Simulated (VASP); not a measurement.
# CO (P1) in VASP: further runs

Runs on CO. Level: PBE+D3(BJ). Tasks: single point.

All numbers are computed with VASP 6.6.1; they aren't measurements. Logs are shortened: lines on timing, memory, paths and dates and some standing lists are left out, and cuts for length are marked.

### Step 1. The cell of the first run

The typed cell holds 16 atoms: a = 7.974 Å, b = 7.974 Å, c = 7.974 Å, α = 60.00°, β = 60.00°, γ = 60.00°.

### Step 2. Single point, PBE+D3(BJ) (dynamics (npt langevin) at 450 K, volume x 1.01, from the last frame before)

INCAR

```
PREC = Accurate
ENCUT = 520
EDIFF = 1E-6
ISMEAR = -1
SIGMA = 0.0388
LREAL = Auto
LASPH = T
NELM = 80
ALGO = Normal
ISIF = 2
LWAVE = F
LCHARG = F
GGA = PE
IVDW = 12
NBANDS = 54
```

KPOINTS

```
Automatic mesh
0
Gamma
  2 2 2
  0.5 0.5 0.5
```

POSCAR

```
CO
1.0
   -5.6383610000      5.6383610000      0.0000000000
    0.0000000000      5.6383610000     -5.6383610000
   -5.6383610000      0.0000000000     -5.6383610000
C O
8 8
Direct
    0.9928768307      0.9696713282      0.0614247651
    0.4905951393      0.4680758291      0.5820053913
    0.5038801169      0.5635313170      0.9646780332
    0.9712435937      0.0829515882      0.4764171716
    0.5582763324      0.9437019907      1.0303209567
    0.0540301517      0.4293778813      0.5155227734
    0.9733973224      0.4792760698      1.0034920609
    0.4970316729      0.9622184532      0.5074098661
    0.5540551589      0.5329195843      0.4031932329
    0.0458077267      0.0323733262      0.8853626967
    0.0689034455      0.9060382086      0.4880584092
    0.5490430641      0.3806299384      0.0446055157
    0.8813821073      0.5321797416      0.5189505425
    0.3841256351      0.0202289282      0.0378666779
    0.5319439461      0.0620728258      0.5453930672
    0.0467282957      0.5270856194      0.0610785652
```

Potentials or basis: VASP PAW PBE potentials, release 64 (C, O).

Launch:

```bash
$ cat potpaw_PBE.64/C/POTCAR potpaw_PBE.64/O/POTCAR > POTCAR
$ mpirun -np 1 vasp_std > vasp.out
```

OUTCAR:

```text
PREC = Accurate
   ENCUT = 520
   EDIFF = 1E-6
   ISMEAR = -1
   LREAL = Auto
   LASPH = T
   NELM = 80
   ISIF = 2
   GGA = PE
   IVDW = 12
 IVDW          = 12

 ion  position               nearest neighbor table
   1  0.993  0.970  0.061-  10 1.15
   2  0.491  0.468  0.582-   9 1.17
   3  0.504  0.564  0.965-  12 1.20
   4  0.971  0.083  0.476-  11 1.20
   5  0.558  0.944  0.030-  14 1.19
   6  0.054  0.429  0.516-  13 1.19
[... 8 lines left out ...]
  15  0.532  0.062  0.545-   8 1.16
  16  0.047  0.527  0.061-   7 1.17

  LATTYP: Found a face centered cubic cell.
 ALAT       =    11.2767220000

  Lattice vectors:

 A1 = (  -5.6383610000,   5.6383610000,   0.0000000000)
 A2 = (   0.0000000000,   5.6383610000,  -5.6383610000)
 A3 = (  -5.6383610000,   0.0000000000,  -5.6383610000)

Analysis of symmetry for initial positions (statically):
=====================================================================
 Subroutine PRICEL returns:
 Original cell was already a primitive cell.

 Routine SETGRP: Setting up the symmetry group for a
 face centered cubic supercell.

 Subroutine GETGRP returns: Found  1 space group operations
 (whereof  1 operations were pure point group operations)
 out of a pool of 48 trial point group operations.

The static configuration has the point symmetry C_1 .

Analysis of symmetry for dynamics (positions and initial velocities):
=====================================================================
 Subroutine PRICEL returns:
 Original cell was already a primitive cell.

 Routine SETGRP: Setting up the symmetry group for a
 face centered cubic supercell.

 Subroutine GETGRP returns: Found  1 space group operations
 (whereof  1 operations were pure point group operations)
 out of a pool of 48 trial point group operations.

The dynamic configuration has the point symmetry C_1 .

 Subroutine INISYM returns: Found  1 space group operations
 (whereof  1 operations are pure point group operations),
 and found     1 'primitive' translations

----------------------------------------------------------------------------------------

                                     Primitive cell

  volume of cell :     358.4996

  direct lattice vectors                    reciprocal lattice vectors
    -5.638361000  5.638361000  0.000000000    -0.088678252  0.088678252  0.088678252
     0.000000000  5.638361000 -5.638361000     0.088678252  0.088678252 -0.088678252
    -5.638361000  0.000000000 -5.638361000    -0.088678252 -0.088678252 -0.088678252

  length of vectors
     7.973846596  7.973846596  7.973846596     0.153595239  0.153595239  0.153595239

  position of ions in fractional coordinates (direct lattice)
     0.992876831  0.969671328  0.061424765
     0.490595139  0.468075829  0.582005391
     0.503880117  0.563531317  0.964678033
     0.971243594  0.082951588  0.476417172
     0.558276332  0.943701991  0.030320957
     0.054030152  0.429377881  0.515522773
[... 8 lines left out ...]
     0.531943946  0.062072826  0.545393067
     0.046728296  0.527085619  0.061078565

  ion indices of the primitive-cell ions
   primitive index   ion index
                 1           1
                 2           2
                 3           3
                 4           4
                 5           5
                 6           6
[... 8 lines left out ...]
                15          15
                16          16

----------------------------------------------------------------------------------------

 KPOINTS: Automatic mesh

Automatic generation of k-mesh.
 Grid dimensions read from file:
 generate k-points for:    2    2    2

 Generating k-lattice:

  Cartesian coordinates                     Fractional coordinates (reciprocal lattice)
    -0.044339126  0.044339126  0.044339126     0.500000000  0.000000000  0.000000000
     0.044339126  0.044339126 -0.044339126     0.000000000  0.500000000  0.000000000
    -0.044339126 -0.044339126 -0.044339126     0.000000000  0.000000000  0.500000000

  Length of vectors
     0.076797619  0.076797619  0.076797619

  Shift w.r.t. Gamma in fractional coordinates (k-lattice)
     0.500000000  0.500000000  0.500000000

 Subroutine IBZKPT returns following result:
 ===========================================

 Found     16 irreducible k-points:

 Following reciprocal coordinates:
            Coordinates               Weight
  0.250000  0.250000  0.250000      2.000000
  0.250000  0.000000  0.000000      2.000000
  0.000000  0.000000 -0.250000      2.000000
  0.000000  0.250000  0.000000      2.000000
 -0.250000  0.250000  0.250000      2.000000
  0.250000 -0.250000  0.250000      2.000000
[... 8 lines left out ...]
  0.000000  0.250000  0.500000      2.000000
  0.500000  0.250000  0.000000      2.000000
   k-points           NKPTS =     16   k-points in BZ     NKDIM =     16   number of bands    NBANDS=     54
   number of dos      NEDOS =    301   number of ions     NIONS =     16
[... 34 lines left out ...]
   IMIX   =      4    mixing-type and parameters
     AMIX     =   0.40;   BMIX     =  1.00
     AMIX_MAG =   1.60;   BMIX_MAG =  1.00
  volume/ion in A,a.u.               =      22.41       151.20
  Fermi-wavevector in a.u.,A,eV,Ry     =   0.992983  1.876466 13.415560  0.986016
  Thomas-Fermi vector in A             =   2.124833
   LORBIT       =      0    0 simple, 1 ext, 2 COOP (PROOUT), +10 PAW based schemes
   GGA     = PE    functional components
   LHFCALC =     F    Hartree Fock is set to
   AEXX    =    0.0000 exact exchange contribution
   IVDW    =    12    specifies the selected vdW correction
   LEPSILON=     F    determine dielectric tensor
   LRPA    =     F    only Hartree local field effects (RPA)
 non-spin polarized calculation
  energy-cutoff  :      520.00
  volume of cell :      358.50
 maximum number of plane-waves:      9656
   NGX = 29   NGY = 29   NGZ = 29

 number of electron      79.9999998 magnetization

 Free energy of the ion-electron system (eV)
  ---------------------------------------------------
  ext. energy  EPLUGINS =         0.00000000
  ---------------------------------------------------
  free energy    TOTEN  =      -117.71697387 eV

  energy without entropy =     -117.71697387  energy(sigma->0) =     -117.71697387

 E-fermi :  -4.2157     XC(G=0):  -6.5306

 val. band max:       -5.2069922884   @ k =   0.2500   0.2500  -0.2500
 cond. band min:       0.3599884769   @ k =   0.0000   0.5000  -0.2500
 fundamental gap:      5.5669807653
 Fermi energy:        -4.2156859682

 k-point     1 :       0.2500    0.2500    0.2500
  band No.  band energies     occupation
      1     -25.5973      2.00000
      2     -25.3370      2.00000
      3     -25.3030      2.00000
      4     -25.2410      2.00000
      5     -25.0244      2.00000
      6     -24.9132      2.00000
[... 44 lines left out ...]
     51       1.4331      0.00000
     52       1.4882      0.00000

 k-point     2 :       0.2500    0.0000    0.0000
  band No.  band energies     occupation
      1     -25.5973      2.00000
      2     -25.3367      2.00000
      3     -25.3033      2.00000
      4     -25.2409      2.00000
      5     -25.0244      2.00000
      6     -24.9129      2.00000
[... 44 lines left out ...]
     51       1.4347      0.00000
     52       1.4895      0.00000

 k-point     3 :       0.0000    0.0000   -0.2500
  band No.  band energies     occupation
      1     -25.5973      2.00000
      2     -25.3367      2.00000
      3     -25.3032      2.00000
      4     -25.2409      2.00000
      5     -25.0244      2.00000
      6     -24.9130      2.00000
[... 44 lines left out ...]
     51       1.4142      0.00000
     52       1.5144      0.00000
[... 606 lines left out ...]
 k-point    15 :       0.0000    0.2500    0.5000
  band No.  band energies     occupation
      1     -25.5972      2.00000
      2     -25.3365      2.00000
      3     -25.3029      2.00000
      4     -25.2414      2.00000
      5     -25.0244      2.00000
      6     -24.9127      2.00000
[... 44 lines left out ...]
     51       1.4843      0.00000
     52       1.5268      0.00000

 k-point    16 :       0.5000    0.2500    0.0000
  band No.  band energies     occupation
      1     -25.5971      2.00000
      2     -25.3365      2.00000
      3     -25.3030      2.00000
      4     -25.2414      2.00000
      5     -25.0243      2.00000
      6     -24.9125      2.00000
[... 44 lines left out ...]
     51       1.4187      0.00000
     52       1.5603      0.00000
 [bands above 52 left out]

------------------------ aborting loop because EDIFF is reached ----------------------------------------

 Edisp (eV)   -0.97834

 E8    (eV) :    -0.2539

  FORCE on cell =-STRESS in cart. coord.  units (eV):
  Direction    XX          YY          ZZ          XY          YZ          ZX
  --------------------------------------------------------------------------------------
  -------------------------------------------------------------------------------------
  Total     -13.37474    -8.56311   -10.65849     0.31810     2.77449     5.71866
  in kB     -59.77331   -38.26955   -47.63405     1.42163    12.39953    25.55739
  external pressure =      -48.56 kB  Pullay stress =        0.00 kB

 VOLUME and BASIS-vectors are now :
 -----------------------------------------------------------------------------
  energy-cutoff  :      520.00
  volume of cell :      358.50
      direct lattice vectors                 reciprocal lattice vectors
    -5.638361000  5.638361000  0.000000000    -0.088678252  0.088678252  0.088678252
     0.000000000  5.638361000 -5.638361000     0.088678252  0.088678252 -0.088678252
    -5.638361000  0.000000000 -5.638361000    -0.088678252 -0.088678252 -0.088678252

 POSITION                                       TOTAL-FORCE (eV/Angst)
 -----------------------------------------------------------------------------------
     -5.94453     11.06555     -5.81369         0.272291      0.232349      0.225086
     -6.04771      5.40533     -5.92074         1.393140      1.514366      1.320888
     -8.28026      6.01845     -8.61660        -3.109237     -3.425538      2.546443
     -8.16243      5.94393     -3.15392        -2.904502     -2.121823      4.375893
     -3.31872      8.46870     -5.49189         3.471695     -1.954198     -1.721174
     -3.21135      2.72563     -5.32769         3.879195     -1.496456     -2.431511
[... 8 lines left out ...]
     -6.07441      3.34928     -3.42511         0.670183     -1.317923      1.404316
     -0.60785      3.23537     -3.31628         1.686038     -1.524378      1.388749
 -----------------------------------------------------------------------------------
    total drift:                               -0.007023     -0.001509     -0.000219

  FREE ENERGIE OF THE ION-ELECTRON SYSTEM (eV)
  ---------------------------------------------------
  free  energy   TOTEN  =      -118.6953135816 eV

  energy  without entropy=     -118.6953135816  energy(sigma->0) =     -118.69531358
```

Wall time 3.8 min (1 thread of Intel Xeon 6975P-C (Granite Rapids), shared host); peak memory 0.55 GiB.

Results:

```
Free energy                : -118.6953 eV
Pressure                   : -4.9 GPa
Largest force              : 5.665 eV/Å
Band gap on the k mesh     : 5.57 eV, indirect (least direct gap 5.58 eV)
Dispersion energy per atom : -0.061 eV
```

Forces on the atoms (eV/Å):
```
C    0.272  0.232  0.225
C    1.393  1.514  1.321
C   -3.109 -3.426  2.546
C   -2.905 -2.122  4.376
C    3.472 -1.954 -1.721
C    3.879 -1.496 -2.432
C   -1.660  1.577 -1.334
C   -0.673  1.332 -1.368
O   -1.313 -1.571 -1.334
O   -0.266 -0.294 -0.225
O    2.824  2.021 -4.345
O    3.083  3.377 -2.543
O   -3.904  1.617  2.338
O   -3.449  2.035  1.701
O    0.670 -1.318  1.404
O    1.686 -1.524  1.389
```

Caveat: forces of over 1 eV/Å act on the atoms, so gaps and moduli don't describe the material at rest. A k mesh can miss the band edges.

### Step 3. Single point, PBE+D3(BJ) (dynamics (npt langevin) at 450 K, volume x 1.01, from the last frame before)

INCAR

```
PREC     = Accurate       # precision mode
ENCUT    = 520            # plane-wave cutoff, eV
EDIFF    = 1E-7           # SCF threshold, eV
ISMEAR   = -1             # smearing method
SIGMA    = 0.0388         # smearing width, eV
LREAL    = Auto         
LASPH    = True           # aspherical terms in the spheres
NELM     = 80             # most SCF steps
ALGO     = Normal         # electronic algorithm
ISIF     = 2              # what is computed and relaxed
LWAVE    = False          # write WAVECAR
LCHARG   = True           # write CHGCAR
GGA      = PE             # functional
IVDW     = 12             # dispersion correction
LELF     = True           # ELF
LVHAR    = True         
NBANDS   = 54             # bands
```

KPOINTS is that of step 2.

POSCAR

```
CO
1.0
   -5.6509780000      5.6509780000      0.0000000000
    0.0000000000      5.6509780000     -5.6509780000
   -5.6509780000      0.0000000000     -5.6509780000
C O
8 8
Direct
    0.9980382157      0.9563418934      0.0533245750
    0.4799885082      0.4621646908      0.5926766128
    0.5034336534      0.5357724804      1.0008160534
    1.0225716681      0.1069706872      0.4539394774
    0.5742880259      0.9866856675      1.0395965088
    0.0236754594      0.4510252031      0.5701221098
    1.0791415221      0.4575365538      0.9638543983
    0.5456708556      0.9454301539      0.5017193484
    0.5759619839      0.5030429246      0.4217577028
    0.0273357107      0.0372469155      0.8818214298
    0.1360047765      0.9606360173      0.4169297775
    0.5318299770      0.3619093014      0.0786013501
    0.8982515062      0.5242250987      0.5010549501
    0.4323555144      0.0010469869      0.0341649711
    0.5100772822      0.0627486959      0.5650897066
    0.0231454626      0.5231090087      0.0893741756
```

Potentials or basis: VASP PAW PBE potentials, release 64 (C, O).

Launch:

```bash
$ cat potpaw_PBE.64/C/POTCAR potpaw_PBE.64/O/POTCAR > POTCAR
$ mpirun -np 1 vasp_std > vasp.out
```

Run time: 5.2 min. Hardware: 1 thread of Intel Xeon 6975P-C (Granite Rapids), shared host; peak memory 0.54 GiB.

The run converged. Its results:

- Free energy: -118.9361 eV
- Pressure: 1.3 GPa
- Largest force: 5.252 eV/Å
- Band gap on the k mesh: 5.65 eV, indirect (least direct gap 5.66 eV)
- Dispersion energy per atom: -0.061 eV

Forces on the atoms (eV/Å):
```
C   -0.452 -0.255 -0.313
C    0.146  0.562  0.373
C   -0.577 -0.781  0.538
C    0.194 -0.077 -0.467
C   -3.951  3.416  0.392
C   -0.431  0.294  0.039
C   -0.143 -0.148 -0.739
C    0.251 -0.634  1.189
O   -0.081 -0.485 -0.350
O    0.328  0.269  0.306
O   -0.291 -0.228  0.468
O    0.584  0.851 -0.622
O    0.386 -0.104 -0.158
O    4.010 -3.388 -0.163
O   -0.241  0.602 -1.215
O    0.268  0.107  0.722
```

Stress tensor (GPa, compression positive):
```
 1.84 -1.48 -0.04
-1.48  1.25 -0.09
-0.04 -0.09  0.72
```

Levels at points of the mesh, in eV from the valence-band top:
| k point | band 37 | band 38 | band 39 | band 40 | band 41 | band 42 | band 43 | band 44 |
| --- | --- | --- | --- | --- | --- | --- | --- | --- |
| (0.25, 0.25, 0.25) | -0.42 | -0.34 | -0.18 | 0.00 | 5.75 | 5.84 | 5.88 | 5.99 |

Caveat: forces of over 1 eV/Å act on the atoms, so gaps and moduli don't describe the material at rest. A k mesh can miss the band edges.

### Step 4. Single point, PBE+D3(BJ) (dynamics (npt langevin) at 450 K, volume x 1.01, from the last frame before)

INCAR

```
SYSTEM = CO
PREC = Accurate
ENCUT = 520
EDIFF = 1E-6
ISMEAR = -1
SIGMA = 0.0388
LREAL = Auto
LASPH = .TRUE.
NELM = 80
ALGO = Normal
ISIF = 2
LWAVE = .FALSE.
LCHARG = .TRUE.
GGA = PE
IVDW = 12
LELF = .TRUE.
LVHAR = .TRUE.
NBANDS = 54
```

KPOINTS is that of step 3.

POSCAR

```
CO
1.0
   -5.6665520000      5.6665520000      0.0000000000
    0.0000000000      5.6665520000     -5.6665520000
   -5.6665520000      0.0000000000     -5.6665520000
C O
8 8
Direct
    1.0068267264      0.9542033674      0.0531402518
    0.5125384890      0.4367467201      0.5814073532
    0.5138863986      0.5470107748      0.9864393727
    1.0064089238      0.0969428146      0.4782685308
    0.5671234465      0.9540308639      1.0582118544
    0.0236399489      0.4311941371      0.5676310744
    1.0300336077      0.4698733904      0.9970287046
    0.5295531568      0.9550009424      0.4938346105
    0.5726751471      0.5194695999      0.4068849099
    0.0195649841      0.0480339720      0.8862136975
    0.1003860902      0.9434327965      0.4633357287
    0.5267523355      0.3788604605      0.0589451045
    0.8689952020      0.5182505164      0.5428833089
    0.4157858253      0.0218993843      0.0356423095
    0.5370261316      0.0584829187      0.5464600872
    0.0364417374      0.5420994990      0.0788458308
```

Launch:

```bash
$ cat potpaw_PBE.64/C/POTCAR potpaw_PBE.64/O/POTCAR > POTCAR
$ mpirun -np 1 vasp_std > vasp.out
```

Run time: 4.2 min. Hardware: 1 thread of Intel Xeon 6975P-C (Granite Rapids), shared host; peak memory 0.55 GiB.

The run converged. Its results:

- Free energy: -118.9618 eV
- Pressure: 2.1 GPa
- Largest force: 5.701 eV/Å
- Band gap on the k mesh: 5.81 eV, indirect (least direct gap 5.84 eV)
- Dispersion energy per atom: -0.060 eV

Forces in eV/Å, atoms in the order of the input:
```
C   -0.336 -0.157 -0.229
C    1.062  1.334  0.753
C    0.103  0.175 -0.124
C    1.878  1.305 -3.849
C   -2.091  1.088  0.649
C   -0.015  0.269  0.052
C    2.641 -2.356  4.470
C    0.243 -0.414  0.440
O   -0.957 -1.389 -0.794
O    0.197  0.093  0.182
O   -1.916 -1.481  3.975
O   -0.112 -0.167  0.078
O   -0.004  0.026 -0.167
O    2.146 -1.054 -0.574
O   -0.246  0.386 -0.450
O   -2.593  2.342 -4.412
```

Stress tensor (GPa, compression positive):
```
 1.85 -0.91 -0.20
-0.91  0.82 -1.95
-0.20 -1.95  3.66
```

Levels at points of the mesh, in eV from the valence-band top:
```tsv
k point	band 38	band 39	band 40	band 41	band 42	band 43
(0.25, 0.25, 0.25)	-0.20	-0.16	0.00	5.92	6.00	6.14
```

Caveat: forces of over 1 eV/Å act on the atoms, so gaps and moduli don't describe the material at rest. A k mesh can miss the band edges.

### Step 5. Overview

```csv
cell,gap on the mesh (eV),pressure (GPa),largest force (eV/Å)
"a = 7.974 Å, angles 60.0°, 16 atoms",5.57,-4.9,5.66
"a = 7.992 Å, angles 60.0°, 16 atoms",5.65,1.3,5.25
"a = 8.014 Å, angles 60.0°, 16 atoms",5.81,2.1,5.70
```

Alike in all rows: task single point; level PBE+D3(BJ); potentials or basis VASP PAW PBE potentials, release 64 (C, O); no spin polarisation; k mesh 2 × 2 × 2, shifted; cutoff (eV) 520; smearing fermi-dirac 0.0388 eV.

Caveats: forces of over 1 eV/Å act on the atoms, so gaps and moduli don't describe the material at rest.

Absolute energies hang on the potentials; compare differences alone.
